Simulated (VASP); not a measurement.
# AlP (F-43m) in VASP: single point with PBE

Aim: the single point of AlP with PBE.

Everything below comes from runs of VASP 6.6.1. Logs are shortened: lines on timing, memory, paths and dates and some standing lists are left out, and cuts for length are marked.

### 1 The cell of the first run

Symmetry: F-43m, No. 216, cubic system. Conventional cell: a = 5.395 Å, b = 5.395 Å, c = 5.395 Å, α = 90.00°, β = 90.00°, γ = 90.00°. Within 3.1 Å of Al (site symmetry -43m) lie 4 P at 2.34 Å. Within 3.1 Å of P (site symmetry -43m) lie 4 Al at 2.34 Å.

### 2 Single point, PBE

Input file INCAR:

```
PREC     = Accurate       # precision mode
ENCUT    = 500            # plane-wave cutoff, eV
EDIFF    = 1E-6           # SCF threshold, eV
ISMEAR   = -1             # smearing method
SIGMA    = 0.1            # smearing width, eV
LREAL    = F              # projectors in reciprocal space
LASPH    = T              # aspherical terms in the spheres
NELM     = 120            # most SCF steps
ALGO     = Normal         # electronic algorithm
ISIF     = 2              # what is computed and relaxed
LWAVE    = F              # write WAVECAR
LCHARG   = T              # write CHGCAR
GGA      = PE             # functional
LELF     = T              # ELF
LVHAR    = T            
NBANDS   = 11             # bands
GGA_COMPAT= F
```

Input file KPOINTS:

```
regular mesh
0
Gamma
  8 8 8
```

Input file POSCAR:

```
AlP
1.0
    0.0000000000      2.6975000000      2.6975000000
    2.6975000000      0.0000000000      2.6975000000
    2.6975000000      2.6975000000      0.0000000000
Al P
1 1
Direct
    0.0000000000      0.0000000000      0.0000000000
    0.2500000000      0.2500000000      0.2500000000
```

Potentials or basis: VASP PAW PBE potentials, release 64 (Al, P).

Launch:

```
$ cat potpaw_PBE.64/Al/POTCAR potpaw_PBE.64/P/POTCAR > POTCAR
$ mpirun -np 1 vasp_std > vasp.out
```

OUTCAR:

```text
PREC = Accurate
   ENCUT = 500
   EDIFF = 1E-6
   ISMEAR = -1
   LREAL = F
   LASPH = T
   NELM = 120
   ISIF = 2
   GGA = PE

 ion  position               nearest neighbor table
   1  0.000  0.000  0.000-   2 2.34   2 2.34   2 2.34   2 2.34
   2  0.250  0.250  0.250-   1 2.34   1 2.34   1 2.34   1 2.34

  LATTYP: Found a face centered cubic cell.
 ALAT       =     5.3950000000

  Lattice vectors:

 A1 = (   0.0000000000,   2.6975000000,   2.6975000000)
 A2 = (   2.6975000000,   0.0000000000,   2.6975000000)
 A3 = (   2.6975000000,   2.6975000000,   0.0000000000)

Analysis of symmetry for initial positions (statically):
=====================================================================
 Subroutine PRICEL returns:
 Original cell was already a primitive cell.

 Routine SETGRP: Setting up the symmetry group for a
 face centered cubic supercell.

 Subroutine GETGRP returns: Found 24 space group operations
 (whereof 24 operations were pure point group operations)
 out of a pool of 48 trial point group operations.

The static configuration has the point symmetry T_d .

Analysis of symmetry for dynamics (positions and initial velocities):
=====================================================================
 Subroutine PRICEL returns:
 Original cell was already a primitive cell.

 Routine SETGRP: Setting up the symmetry group for a
 face centered cubic supercell.

 Subroutine GETGRP returns: Found 24 space group operations
 (whereof 24 operations were pure point group operations)
 out of a pool of 48 trial point group operations.

The dynamic configuration has the point symmetry T_d .

 Subroutine INISYM returns: Found 24 space group operations
 (whereof 24 operations are pure point group operations),
 and found     1 'primitive' translations

----------------------------------------------------------------------------------------

                                     Primitive cell

  volume of cell :      39.2568

  direct lattice vectors                    reciprocal lattice vectors
     0.000000000  2.697500000  2.697500000    -0.185356812  0.185356812  0.185356812
     2.697500000  0.000000000  2.697500000     0.185356812 -0.185356812  0.185356812
     2.697500000  2.697500000  0.000000000     0.185356812  0.185356812 -0.185356812

  length of vectors
     3.814841085  3.814841085  3.814841085     0.321047416  0.321047416  0.321047416

  position of ions in fractional coordinates (direct lattice)
     0.000000000  0.000000000  0.000000000
     0.250000000  0.250000000  0.250000000

  ion indices of the primitive-cell ions
   primitive index   ion index
                 1           1
                 2           2

----------------------------------------------------------------------------------------

 KPOINTS: regular mesh

Automatic generation of k-mesh.
 Grid dimensions read from file:
 generate k-points for:    8    8    8

 Generating k-lattice:

  Cartesian coordinates                     Fractional coordinates (reciprocal lattice)
    -0.023169601  0.023169601  0.023169601     0.125000000  0.000000000  0.000000000
     0.023169601 -0.023169601  0.023169601     0.000000000  0.125000000  0.000000000
     0.023169601  0.023169601 -0.023169601     0.000000000  0.000000000  0.125000000

  Length of vectors
     0.040130927  0.040130927  0.040130927

  Shift w.r.t. Gamma in fractional coordinates (k-lattice)
     0.000000000  0.000000000  0.000000000

 Subroutine IBZKPT returns following result:
 ===========================================

 Found     29 irreducible k-points:

 Following reciprocal coordinates:
            Coordinates               Weight
  0.000000  0.000000  0.000000      1.000000
  0.125000  0.000000  0.000000      8.000000
  0.250000  0.000000  0.000000      8.000000
  0.375000  0.000000  0.000000      8.000000
  0.500000  0.000000  0.000000      4.000000
  0.125000  0.125000  0.000000      6.000000
[... 16 lines left out ...]
  0.500000  0.250000  0.125000     48.000000
 -0.375000  0.250000  0.125000     24.000000
 [... further k-points ...]
   k-points           NKPTS =     29   k-points in BZ     NKDIM =     29   number of bands    NBANDS=     11
   number of dos      NEDOS =    301   number of ions     NIONS =      2
   total plane-waves  NPLWV =  21952
   dimension x,y,z NGX =    28 NGY =   28 NGZ =   28
   dimension x,y,z NGXF=    56 NGYF=   56 NGZF=   56
   ions per type =               1   1
   NGX,Y,Z   is equivalent  to a cutoff of  12.20, 12.20, 12.20 a.u.
   NGXF,Y,Z  is equivalent  to a cutoff of  24.40, 24.40, 24.40 a.u.
 SYSTEM =  unknown system
   PREC   = accura    normal or accurate (medium, high low for compatibility)
   ISTART =      0    job   : 0-new  1-cont  2-samecut
   ICHARG =      2    charge: 1-file 2-atom 10-const
   ISPIN  =      1    spin polarized calculation?
   LNONCOLLINEAR =      F non collinear calculations
   LSORBIT =      F    spin-orbit coupling
   LASPH  =      T    aspherical Exc in radial PAW
   ENCUT  =  500.0 eV  36.75 Ry    6.06 a.u.   6.96  6.96  6.96*2*pi/ulx,y,z
   NELM   =    120;   NELMIN=  2; NELMDL= -5     # of ELM steps
   EDIFF  = 0.1E-05   stopping-criterion for ELM
   LREAL  =      F    real-space projection
   EDIFFG = 0.1E-04   stopping-criterion for IOM
   NSW    =      0    number of steps for IOM
   IBRION =     -1    ionic relax: 0-MD 1-quasi-New 2-CG
   NFREE  =      0    steps in history (QN), initial steepest desc. (CG)
   ISIF   =      2    stress and relaxation
   ISYM   =      2    0-nonsym 1-usesym 2-fastsym
   POTIM  = 0.5000    time-step for ionic-motion
   TEBEG  =    0.0;   TEEND  =   0.0 temperature during run
   PSTRESS=    0.0 pullay stress
   NELECT =       8.0000    total number of electrons
   NUPDOWN=      -1.0000    fix difference up-down
   EMIN   =  10.00;   EMAX   =-10.00  energy-range for DOS
   EFERMI =   0.00;   METHOD = LEGACY
   ISMEAR =    -1;   SIGMA  =   0.10  broadening in eV -4-tet -1-fermi 0-gaus
   EFERMI_NEDOS =   21; number of points for ismear=-14 and -15
   IALGO  =     38    algorithm
   IMIX   =      4    mixing-type and parameters
     AMIX     =   0.40;   BMIX     =  1.00
     AMIX_MAG =   1.60;   BMIX_MAG =  1.00
  volume/ion in A,a.u.               =      19.63       132.46
  Fermi-wavevector in a.u.,A,eV,Ry     =   0.963385  1.820534 12.627722  0.928111
  Thomas-Fermi vector in A             =   2.092926
   LORBIT       =      0    0 simple, 1 ext, 2 COOP (PROOUT), +10 PAW based schemes
   GGA     = PE    functional components
   LHFCALC =     F    Hartree Fock is set to
   AEXX    =    0.0000 exact exchange contribution
   IVDW    =     0    specifies the selected vdW correction
   LEPSILON=     F    determine dielectric tensor
   LRPA    =     F    only Hartree local field effects (RPA)
 non-spin polarized calculation
  energy-cutoff  :      500.00
  volume of cell :       39.26
 maximum number of plane-waves:      1012
   NGX = 13   NGY = 13   NGZ = 13

 number of electron       7.9999999 magnetization

 Free energy of the ion-electron system (eV)
  ---------------------------------------------------
  ext. energy  EPLUGINS =         0.00000000
  ---------------------------------------------------
  free energy    TOTEN  =       -10.33471338 eV

  energy without entropy =      -10.33469114  energy(sigma->0) =      -10.33470226

 E-fermi :   5.7227     XC(G=0):  -9.3493

 val. band max:        4.9151696582   @ k =   0.0000   0.0000   0.0000
 cond. band min:       6.4206894636   @ k =   0.5000   0.5000   0.0000
 fundamental gap:      1.5055198054
 Fermi energy:         5.7227239705

 k-point     1 :       0.0000    0.0000    0.0000
  band No.  band energies     occupation
      1      -6.8004      2.00000
      2       4.9152      1.99938
      3       4.9152      1.99938
      4       4.9152      1.99938
      5       8.5314      0.00000
      6       9.5265      0.00000
      7       9.5265      0.00000
      8       9.5265      0.00000
      9      13.7901      0.00000
     10      13.7901      0.00000
     11      15.4621      0.00000

 k-point     2 :       0.1250    0.0000    0.0000
  band No.  band energies     occupation
      1      -6.6208      2.00000
      2       3.6799      2.00000
      3       4.7620      1.99987
      4       4.7620      1.99987
      5       8.8328      0.00000
      6       9.8198      0.00000
      7       9.8198      0.00000
      8      10.1724      0.00000
      9      13.2888      0.00000
     10      13.2888      0.00000
     11      16.0624      0.00000

 k-point     3 :       0.2500    0.0000    0.0000
  band No.  band energies     occupation
      1      -6.1138      2.00000
      2       1.6757      2.00000
      3       4.4591      1.99999
      4       4.4591      1.99999
      5       8.3882      0.00000
      6      10.1182      0.00000
      7      10.1182      0.00000
      8      12.0897      0.00000
      9      13.2820      0.00000
     10      13.2820      0.00000
     11      15.4398      0.00000

 k-point     4 :       0.3750    0.0000    0.0000
  band No.  band energies     occupation
      1      -5.4265      2.00000
      2      -0.0280      2.00000
      3       4.2181      2.00000
      4       4.2181      2.00000
      5       8.0028      0.00000
      6       9.8972      0.00000
      7       9.8972      0.00000
      8      13.2332      0.00000
      9      14.7325      0.00000
     10      14.7325      0.00000
     11      15.8262      0.00000

 k-point     5 :       0.5000    0.0000    0.0000
  band No.  band energies     occupation
      1      -5.0312      2.00000
      2      -0.7751      2.00000
      3       4.1309      2.00000
      4       4.1309      2.00000
      5       7.8656      0.00000
      6       9.7427      0.00000
      7       9.7427      0.00000
      8      13.2869      0.00000
      9      16.5622      0.00000
     10      16.5622      0.00000
     11      17.0822      0.00000
[... 211 lines left out ...]
 k-point    21 :       0.5000    0.5000    0.0000
  band No.  band energies     occupation
      1      -4.3306      2.00000
      2      -0.5163      2.00000
      3       2.7381      2.00000
      4       2.7381      2.00000
      5       6.4207      0.00186
      6       7.3685      0.00000
      7      16.2995      0.00000
      8      16.2995      0.00000
      9      17.1481      0.00000
     10      17.1481      0.00000
     11      17.3928      0.00000

 k-point    22 :       0.3750    0.2500    0.1250
  band No.  band energies     occupation
      1      -5.6836      2.00000
      2       1.3650      2.00000
      3       2.9471      2.00000
      4       3.9720      2.00000
      5       8.8062      0.00000
      6       9.8684      0.00000
      7      10.4198      0.00000
      8      11.8549      0.00000
      9      13.4131      0.00000
     10      15.9066      0.00000
     11      18.1105      0.00000

 k-point    23 :       0.5000    0.2500    0.1250
  band No.  band energies     occupation
      1      -5.0518      2.00000
      2       0.2027      2.00000
      3       2.3707      2.00000
      4       3.5707      2.00000
      5       8.9049      0.00000
      6       9.7874      0.00000
      7      11.0584      0.00000
      8      12.1441      0.00000
      9      14.5715      0.00000
     10      16.4844      0.00000
     11      17.9461      0.00000

 k-point    24 :      -0.3750    0.2500    0.1250
  band No.  band energies     occupation
      1      -4.7010      2.00000
      2      -0.3908      2.00000
      3       2.2381      2.00000
      4       3.3741      2.00000
      5       8.8998      0.00000
      6       9.5128      0.00000
      7      11.9264      0.00000
      8      12.7539      0.00000
      9      14.0893      0.00000
     10      16.5467      0.00000
     11      17.9163      0.00000

 [... further k-points ...]
[... 5 lines left out ...]
  --------------------------------------------------------------------------------------
  -------------------------------------------------------------------------------------
  Total        1.4026032      1.4026032      1.4026032     -0.0000000      0.0000000     -0.0000000
  in kB       57.2441440     57.2441440     57.2441440     -0.0000000      0.0000000     -0.0000000
  external PRESSURE =      57.2441440 kB  Pullay stress =       0.0000000 kB

 VOLUME and BASIS-vectors are now :
 -----------------------------------------------------------------------------
  energy-cutoff  :      500.00
  volume of cell :       39.26
      direct lattice vectors                 reciprocal lattice vectors
     0.000000000  2.697500000  2.697500000    -0.185356812  0.185356812  0.185356812
     2.697500000  0.000000000  2.697500000     0.185356812 -0.185356812  0.185356812
     2.697500000  2.697500000  0.000000000     0.185356812  0.185356812 -0.185356812

 POSITION                                       TOTAL-FORCE (eV/Angst)
 -----------------------------------------------------------------------------------
      0.00000      0.00000      0.00000        -0.000000      0.000000      0.000000
      1.34875      1.34875      1.34875         0.000000     -0.000000     -0.000000
 -----------------------------------------------------------------------------------
    total drift:                                0.000000      0.000000      0.000000

  FREE ENERGIE OF THE ION-ELECTRON SYSTEM (eV)
  ---------------------------------------------------
  free  energy   TOTEN  =       -10.3347133841 eV

  energy  without entropy=      -10.3346911416  energy(sigma->0) =      -10.33470226
```

It used 14 s of CPU time on 1 thread of AMD EPYC 7R13 Processor (Zen 3) (shared host).

What came out:

```yaml
Free_energy: -10.3347 eV
Pressure: 5.7 GPa
Band_gap_on_the_k_mesh: 1.51 eV, indirect (least direct gap 3.62 eV)
```

A k mesh can miss the band edges.
